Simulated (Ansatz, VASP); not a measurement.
BaS: VASP beside Ansatz

File INCAR:

```
PREC     = Accurate       # precision mode
ENCUT    = 600            # plane-wave cutoff, eV
EDIFF    = 1E-6           # SCF threshold, eV
ISMEAR   = -1             # smearing method
SIGMA    = 0.05           # smearing width, eV
LREAL    = False          # projectors in reciprocal space
LASPH    = True           # aspherical terms in the spheres
NELM     = 60             # most SCF steps
ALGO     = Normal         # electronic algorithm
ISIF     = 3              # what is computed and relaxed
LWAVE    = False          # write WAVECAR
LCHARG   = False          # write CHGCAR
GGA      = RE             # functional
IVDW     = 12             # dispersion correction
IBRION   = 2              # ionic algorithm
NSW      = 60             # ionic steps
EDIFFG   = -0.01          # ionic threshold
```

The input KPOINTS:

```
Automatic mesh
0
Gamma
  7 7 7
```

POSCAR

```
BaS
1.0
    0.0000000000      3.1937500000      3.1937500000
    3.1937500000      0.0000000000      3.1937500000
    3.1937500000      3.1937500000      0.0000000000
Ba S
1 1
Direct
    0.0000000000      0.0000000000      0.0000000000
    0.5000000000      0.5000000000      0.5000000000
```

input.yaml

```yaml
crystal:
  lattice:
    - [0.0, 3.19375, 3.19375]
    - [3.19375, 0.0, 3.19375]
    - [3.19375, 3.19375, 0.0]
  atoms:
    - { symbol: Ba, position: [0.0, 0.0, 0.0] }
    - { symbol: S, position: [0.5, 0.5, 0.5] }
hamiltonian:
  xc: revpbe
  pseudopotentials: { kind: paw }
  dispersion: d3bj
kpoints:
  mp_grid: { grid: [7, 7, 7] }
scf:
  occupations: { method: fermi_dirac, width: 0.05 }
output:
  forces: true
  stress: true
  write_density: true
  write_potential: true
  elf: true
  volumetric_format: npy
relax:
  f_tol: 0.01
  max_steps: 40
  cell: { stress_tol: 0.05 }
```

Alike in both runs: task relaxation of cell and atoms; functional revPBE; dispersion D3(BJ); k mesh 7 × 7 × 7; occupations fermi-dirac, width 0.05 eV; no spin polarisation.

|  | VASP | Ansatz |
| --- | --- | --- |
| version | VASP 6.6.1 | Ansatz 0.2.0 |
| potentials or method | VASP PAW PBE potentials, release 64 (Ba_sv, S) | Ansatz PAW |
| plane-wave cutoff (eV) | 600 | 420 |
| valence electrons in the cell | 16 | 16 |

Ansatz gave:

* gap on the k mesh at the Fermi level, each at its own relaxed structure (eV): 2.35
* relaxed volume (Å³/atom): 32.14
* relaxed cell length with the largest relative difference (Å): 4.497

Task: Which values does VASP return?

Result: gap on the k mesh at the Fermi level, each at its own relaxed structure (eV): 2.27; relaxed volume (Å³/atom): 32.58; relaxed cell length with the largest relative difference (Å): 4.517.

VASP's potentials were made for PBE, not for revPBE.

Spin-orbit coupling is off throughout. Noted on VASP's run: the relaxation stopped at its first step, so nothing moved. Noted on Ansatz's run: odd divisions of the mesh miss points on the zone boundary, where band edges often lie, so the gap on the mesh can be too wide; the plane-wave basis is chosen anew once the cell has moved, so the energies of steps on either side of that aren't comparable.
